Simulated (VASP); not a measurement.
# Mg (Im-3m) in VASP: a series of runs

Runs on Mg. Level: LDA. Tasks: electric field gradients.

Everything below comes from runs of VASP 6.6.1. Logs are shortened: lines on timing, memory, paths and dates and some standing lists are left out, and cuts for length are marked.

## Step 1: The cell of the first run

Symmetry: Im-3m, No. 229, cubic system. The conventional cell has a = 2.973 Å, b = 2.973 Å, c = 2.973 Å, α = 90.00°, β = 90.00°, γ = 90.00°. Within 3.4 Å of Mg (site symmetry m-3m) lie 14 Mg at 2.57 to 2.97 Å.

## Step 2: Electric field gradients, LDA (volume scaled by 1.02)

The input, INCAR:

```
SYSTEM = Mg
ALGO = Normal
EDIFF = 1E-8
ENCUT = 520
GGA = CA
ISIF = 2
ISMEAR = -1
LASPH = .True.
LCHARG = .False.
LEFG = .True.
LREAL = .False.
LWAVE = .False.
NBANDS = 7
NELM = 60
PREC = Accurate
SIGMA = 0.03
```

The input, KPOINTS:

```
k-points
0
Gamma
  19 19 19
  0 0 0
```

The input, POSCAR:

```
Mg
1.0
   -1.4862784307      1.4862784307      1.4862784307
    1.4862784307     -1.4862784307      1.4862784307
    1.4862784307      1.4862784307     -1.4862784307
Mg
1
Direct
    0.0000000000      0.0000000000      0.0000000000
```

Potentials or basis: VASP PAW LDA potentials, release 64 (Mg).

Run with:

```bash
cat potpaw_LDA.64/Mg/POTCAR > POTCAR
mpirun -np 1 vasp_std > vasp.out
```

OUTCAR:

```text
SYSTEM = Mg
   EDIFF = 1E-8
   ENCUT = 520
   GGA = CA
   ISIF = 2
   ISMEAR = -1
   LASPH = .True.
   LREAL = .False.
   NELM = 60
   PREC = Accurate

 ion  position               nearest neighbor table
   1  0.000  0.000  0.000-

  LATTYP: Found a body centered cubic cell.
 ALAT       =     2.9725568614

  Lattice vectors:

 A1 = (  -1.4862784307,   1.4862784307,   1.4862784307)
 A2 = (   1.4862784307,  -1.4862784307,   1.4862784307)
 A3 = (   1.4862784307,   1.4862784307,  -1.4862784307)

Analysis of symmetry for initial positions (statically):
=====================================================================
 Subroutine PRICEL returns:
 Original cell was already a primitive cell.

 Routine SETGRP: Setting up the symmetry group for a
 body centered cubic supercell.

 Subroutine GETGRP returns: Found 48 space group operations
 (whereof 48 operations were pure point group operations)
 out of a pool of 48 trial point group operations.

The static configuration has the point symmetry O_h .

Analysis of symmetry for dynamics (positions and initial velocities):
=====================================================================
 Subroutine PRICEL returns:
 Original cell was already a primitive cell.

 Routine SETGRP: Setting up the symmetry group for a
 body centered cubic supercell.

 Subroutine GETGRP returns: Found 48 space group operations
 (whereof 48 operations were pure point group operations)
 out of a pool of 48 trial point group operations.

The dynamic configuration has the point symmetry O_h .

 Subroutine INISYM returns: Found 48 space group operations
 (whereof 48 operations are pure point group operations),
 and found     1 'primitive' translations

----------------------------------------------------------------------------------------

                                     Primitive cell

  volume of cell :      13.1329

  direct lattice vectors                    reciprocal lattice vectors
    -1.486278431  1.486278431  1.486278431     0.000000000  0.336410722  0.336410722
     1.486278431 -1.486278431  1.486278431     0.336410722  0.000000000  0.336410722
     1.486278431  1.486278431 -1.486278431     0.336410722  0.336410722  0.000000000

  length of vectors
     2.574309756  2.574309756  2.574309756     0.475756606  0.475756606  0.475756606

  position of ions in fractional coordinates (direct lattice)
     0.000000000  0.000000000  0.000000000

  ion indices of the primitive-cell ions
   primitive index   ion index
                 1           1

----------------------------------------------------------------------------------------

 KPOINTS: k-points

Automatic generation of k-mesh.
 Grid dimensions read from file:
 generate k-points for:   19   19   19

 Generating k-lattice:

  Cartesian coordinates                     Fractional coordinates (reciprocal lattice)
     0.000000000  0.017705827  0.017705827     0.052631579  0.000000000  0.000000000
     0.017705827  0.000000000  0.017705827     0.000000000  0.052631579  0.000000000
     0.017705827  0.017705827  0.000000000     0.000000000  0.000000000  0.052631579

  Length of vectors
     0.025039821  0.025039821  0.025039821

  Shift w.r.t. Gamma in fractional coordinates (k-lattice)
     0.000000000  0.000000000  0.000000000

 Subroutine IBZKPT returns following result:
 ===========================================

 Found    220 irreducible k-points:

 Following reciprocal coordinates:
            Coordinates               Weight
  0.000000  0.000000  0.000000      1.000000
  0.052632  0.000000  0.000000     12.000000
  0.105263  0.000000  0.000000     12.000000
  0.157895  0.000000  0.000000     12.000000
  0.210526  0.000000  0.000000     12.000000
  0.263158  0.000000  0.000000     12.000000
[... 16 lines left out ...]
  0.263158  0.105263 -0.000000     48.000000
  0.315789  0.105263 -0.000000     48.000000
 [... further k-points ...]
   k-points           NKPTS =    220   k-points in BZ     NKDIM =    220   number of bands    NBANDS=      7
   number of dos      NEDOS =    301   number of ions     NIONS =      1
   total plane-waves  NPLWV =   8000
   dimension x,y,z NGX =    20 NGY =   20 NGZ =   20
   dimension x,y,z NGXF=    40 NGYF=   40 NGZF=   40
   ions per type =               1
   NGX,Y,Z   is equivalent  to a cutoff of  12.92, 12.92, 12.92 a.u.
   NGXF,Y,Z  is equivalent  to a cutoff of  25.83, 25.83, 25.83 a.u.
 SYSTEM =  Mg
   PREC   = accura    normal or accurate (medium, high low for compatibility)
   ISTART =      0    job   : 0-new  1-cont  2-samecut
   ICHARG =      2    charge: 1-file 2-atom 10-const
   ISPIN  =      1    spin polarized calculation?
   LNONCOLLINEAR =      F non collinear calculations
   LSORBIT =      F    spin-orbit coupling
   LASPH  =      T    aspherical Exc in radial PAW
   ENCUT  =  520.0 eV  38.22 Ry    6.18 a.u.   4.79  4.79  4.79*2*pi/ulx,y,z
   NELM   =     60;   NELMIN=  2; NELMDL= -5     # of ELM steps
   EDIFF  = 0.1E-07   stopping-criterion for ELM
   LREAL  =      F    real-space projection
   EDIFFG = 0.1E-06   stopping-criterion for IOM
   NSW    =      0    number of steps for IOM
   IBRION =     -1    ionic relax: 0-MD 1-quasi-New 2-CG
   NFREE  =      0    steps in history (QN), initial steepest desc. (CG)
   ISIF   =      2    stress and relaxation
   ISYM   =      2    0-nonsym 1-usesym 2-fastsym
   POTIM  = 0.5000    time-step for ionic-motion
   TEBEG  =    0.0;   TEEND  =   0.0 temperature during run
   PSTRESS=    0.0 pullay stress
   NELECT =       2.0000    total number of electrons
   NUPDOWN=      -1.0000    fix difference up-down
   EMIN   =  10.00;   EMAX   =-10.00  energy-range for DOS
   EFERMI =   0.00;   METHOD = LEGACY
   ISMEAR =    -1;   SIGMA  =   0.03  broadening in eV -4-tet -1-fermi 0-gaus
   EFERMI_NEDOS =   21; number of points for ismear=-14 and -15
   IALGO  =     38    algorithm
   IMIX   =      4    mixing-type and parameters
     AMIX     =   0.40;   BMIX     =  1.00
     AMIX_MAG =   1.60;   BMIX_MAG =  1.00
  volume/ion in A,a.u.               =      13.13        88.63
  Fermi-wavevector in a.u.,A,eV,Ry     =   0.874241  1.652077 10.398904  0.764298
  Thomas-Fermi vector in A             =   1.993745
   LORBIT       =      0    0 simple, 1 ext, 2 COOP (PROOUT), +10 PAW based schemes
   GGA     = CA    functional components
   LHFCALC =     F    Hartree Fock is set to
   AEXX    =    0.0000 exact exchange contribution
   IVDW    =     0    specifies the selected vdW correction
   LEPSILON=     F    determine dielectric tensor
   LRPA    =     F    only Hartree local field effects (RPA)
 non-spin polarized calculation
  energy-cutoff  :      520.00
  volume of cell :       13.13
 maximum number of plane-waves:       370
   NGX =  9   NGY =  9   NGZ =  9

 number of electron       2.0000000 magnetization

 Free energy of the ion-electron system (eV)
  ---------------------------------------------------
  ext. energy  EPLUGINS =         0.00000000
  ---------------------------------------------------
  free energy    TOTEN  =        -0.89330352 eV

  energy without entropy =       -0.89234335  energy(sigma->0) =       -0.89282343

 E-fermi :   6.2660     XC(G=0): -10.6822

 val. band max:        6.2399715437   @ k =   0.3684   0.1579   0.1053
 cond. band min:       6.2746725774   @ k =   0.3684   0.1053   0.1053
 fundamental gap:      0.0347010338
 Fermi energy:         6.2660039883

 k-point     1 :       0.0000    0.0000    0.0000
  band No.  band energies     occupation
      1      -3.4894      2.00000
      2      23.3093      0.00000
      3      23.3093      0.00000
      4      23.3093      0.00000
      5      26.1417      0.00000
      6      26.1417      0.00000
      7      28.0490      0.00000

 k-point     2 :       0.0526    0.0000    0.0000
  band No.  band energies     occupation
      1      -3.3943      2.00000
      2      22.4472      0.00000
      3      22.7999      0.00000
      4      23.1891      0.00000
      5      25.2229      0.00000
      6      25.5124      0.00000
      7      28.7017      0.00000

 k-point     3 :       0.1053    0.0000    0.0000
  band No.  band energies     occupation
      1      -3.1099      2.00000
      2      20.2818      0.00000
      3      21.7525      0.00000
      4      22.8782      0.00000
      5      24.5015      0.00000
      6      24.8741      0.00000
      7      29.5661      0.00000
[... 191 lines left out ...]
 k-point    23 :       0.2632    0.1053   -0.0000
  band No.  band energies     occupation
      1       0.0979      2.00000
      2      11.2417      0.00000
      3      15.8577      0.00000
      4      20.5609      0.00000
      5      22.7048      0.00000
      6      26.1703      0.00000
      7      29.2375      0.00000

 k-point    24 :       0.3158    0.1053   -0.0000
  band No.  band energies     occupation
      1       1.2382      2.00000
      2       9.2870      0.00000
      3      15.3476      0.00000
      4      20.1998      0.00000
      5      22.3568      0.00000
      6      26.0967      0.00000
      7      29.6380      0.00000

 [... further k-points ...]
[... 5 lines left out ...]
  --------------------------------------------------------------------------------------
  -------------------------------------------------------------------------------------
  Total        4.2363252      4.2363252      4.2363252     -0.0000000      0.0000000      0.0000000
  in kB      516.8200479    516.8200479    516.8200479     -0.0000000      0.0000000      0.0000000
  external PRESSURE =     516.8200479 kB  Pullay stress =       0.0000000 kB

 VOLUME and BASIS-vectors are now :
 -----------------------------------------------------------------------------
  energy-cutoff  :      520.00
  volume of cell :       13.13
      direct lattice vectors                 reciprocal lattice vectors
    -1.486278431  1.486278431  1.486278431     0.000000000  0.336410722  0.336410722
     1.486278431 -1.486278431  1.486278431     0.336410722  0.000000000  0.336410722
     1.486278431  1.486278431 -1.486278431     0.336410722  0.336410722  0.000000000

 POSITION                                       TOTAL-FORCE (eV/Angst)
 -----------------------------------------------------------------------------------
      0.00000      0.00000      0.00000        -0.000000     -0.000000      0.000000
 -----------------------------------------------------------------------------------
    total drift:                               -0.000000     -0.000000      0.000000

  FREE ENERGIE OF THE ION-ELECTRON SYSTEM (eV)
  ---------------------------------------------------
  free  energy   TOTEN  =        -0.8933035152 eV

  energy  without entropy=       -0.8923433462  energy(sigma->0) =       -0.89282343

 Electric field gradients (V/A^2)
---------------------------------------------------------------------
 ion       V_xx      V_yy      V_zz      V_xy      V_xz      V_yz
---------------------------------------------------------------------
   1      -0.000     0.000    -0.000    -0.000    -0.000    -0.000
---------------------------------------------------------------------

 Electric field gradients after diagonalization (V/A^2)
 (convention: |V_zz| > |V_xx| > |V_yy|)
----------------------------------------------------------------------
 ion       V_xx      V_yy      V_zz     asymmetry (V_yy - V_xx)/ V_zz
----------------------------------------------------------------------
   1       0.000     0.000    -0.000       0.000
----------------------------------------------------------------------

           NMR quadrupolar parameters

 Cq : quadrupolar parameter    Cq=e*Q*V_zz/h
 eta: asymmetry parameters     (V_yy - V_xx)/ V_zz
 Q  : nuclear electric quadrupole moment in mb (millibarn)
----------------------------------------------------------------------
 ion       Cq(MHz)       eta       Q (mb)
----------------------------------------------------------------------
   1      -0.000       0.000       1.000
----------------------------------------------------------------------
```

Wall time 9.5 s (1 thread of AMD EPYC 9R45 (Zen 5), shared host); peak memory 0.1 GiB.

What came out:

```
Free energy            : -0.8933 eV
Pressure               : 51.7 GPa
Band gap on the k mesh : zero (band 1 reaches 9.58 eV, above the bottom of band 2 at 5.34 eV)
```

Caveat: without QUAD_EFG the Cq values of the log hold for a quadrupole moment of 1 mb, not for the nuclei.

## Step 3: Electric field gradients, LDA (volume scaled by 1.02)

The input, INCAR:

```
SYSTEM = Mg
  PREC = Accurate
  ENCUT = 520
  EDIFF = 1E-8
  ISMEAR = -1
  SIGMA = 0.03
  LREAL = .FALSE.
  LASPH = .TRUE.
  NELM = 100
  ALGO = Normal
  ISIF = 2
  LWAVE = .FALSE.
  LCHARG = .FALSE.
  LEFG = .TRUE.
  NBANDS = 7
```

The input, KPOINTS:

```
regular mesh
0
G
  19 19 19
  0 0 0
```

POSCAR is that of step 2.

Potentials or basis: VASP PAW LDA potentials, release 64 (Mg).

Run with:

```bash
cat potpaw_LDA.64/Mg/POTCAR > POTCAR
mpirun -np 1 vasp_std > vasp.out
```

OUTCAR:

```text
SYSTEM = Mg
   PREC = Accurate
   ENCUT = 520
   EDIFF = 1E-8
   ISMEAR = -1
   LREAL = .FALSE.
   LASPH = .TRUE.
   NELM = 100
   ISIF = 2

 ion  position               nearest neighbor table
   1  0.000  0.000  0.000-

  LATTYP: Found a body centered cubic cell.
 ALAT       =     2.9725568614

  Lattice vectors:

 A1 = (  -1.4862784307,   1.4862784307,   1.4862784307)
 A2 = (   1.4862784307,  -1.4862784307,   1.4862784307)
 A3 = (   1.4862784307,   1.4862784307,  -1.4862784307)

Analysis of symmetry for initial positions (statically):
=====================================================================
 Subroutine PRICEL returns:
 Original cell was already a primitive cell.

 Routine SETGRP: Setting up the symmetry group for a
 body centered cubic supercell.

 Subroutine GETGRP returns: Found 48 space group operations
 (whereof 48 operations were pure point group operations)
 out of a pool of 48 trial point group operations.

The static configuration has the point symmetry O_h .
[... 419 lines left out ...]
  energy-cutoff  :      520.00
  volume of cell :       13.13
      direct lattice vectors                 reciprocal lattice vectors
    -1.486278431  1.486278431  1.486278431     0.000000000  0.336410722  0.336410722
     1.486278431 -1.486278431  1.486278431     0.336410722  0.000000000  0.336410722
     1.486278431  1.486278431 -1.486278431     0.336410722  0.336410722  0.000000000

 POSITION                                       TOTAL-FORCE (eV/Angst)
 -----------------------------------------------------------------------------------
      0.00000      0.00000      0.00000        -0.000000     -0.000000      0.000000
 -----------------------------------------------------------------------------------
    total drift:                               -0.000000     -0.000000      0.000000

  FREE ENERGIE OF THE ION-ELECTRON SYSTEM (eV)
  ---------------------------------------------------
  free  energy   TOTEN  =        -0.8933035152 eV

  energy  without entropy=       -0.8923433462  energy(sigma->0) =       -0.89282343

 Electric field gradients (V/A^2)
---------------------------------------------------------------------
 ion       V_xx      V_yy      V_zz      V_xy      V_xz      V_yz
---------------------------------------------------------------------
   1      -0.000     0.000    -0.000    -0.000    -0.000    -0.000
---------------------------------------------------------------------

 Electric field gradients after diagonalization (V/A^2)
 (convention: |V_zz| > |V_xx| > |V_yy|)
----------------------------------------------------------------------
 ion       V_xx      V_yy      V_zz     asymmetry (V_yy - V_xx)/ V_zz
----------------------------------------------------------------------
   1       0.000     0.000    -0.000       0.000
----------------------------------------------------------------------

           NMR quadrupolar parameters

 Cq : quadrupolar parameter    Cq=e*Q*V_zz/h
 eta: asymmetry parameters     (V_yy - V_xx)/ V_zz
 Q  : nuclear electric quadrupole moment in mb (millibarn)
----------------------------------------------------------------------
 ion       Cq(MHz)       eta       Q (mb)
----------------------------------------------------------------------
   1      -0.000       0.000       1.000
----------------------------------------------------------------------
```

Run time: 9.5 s. Hardware: 1 thread of AMD EPYC 9R45 (Zen 5), shared host; peak memory 0.1 GiB.

Results:

| Item | Value |
| --- | --- |
| Free energy | -0.8933 eV |
| Pressure | 51.7 GPa |
| Band gap on the k mesh | zero (band 1 reaches 9.58 eV, above the bottom of band 2 at 5.34 eV) |

Levels at points of the mesh, in eV from the Fermi level:
```csv
k point,band 1,band 2,band 3,band 4,band 5
"(0.00, 0.00, 0.00)",-9.76,17.04,17.04,17.04,19.88
```

Caveat: without QUAD_EFG the Cq values of the log hold for a quadrupole moment of 1 mb, not for the nuclei.

[end of part 1 of 2]
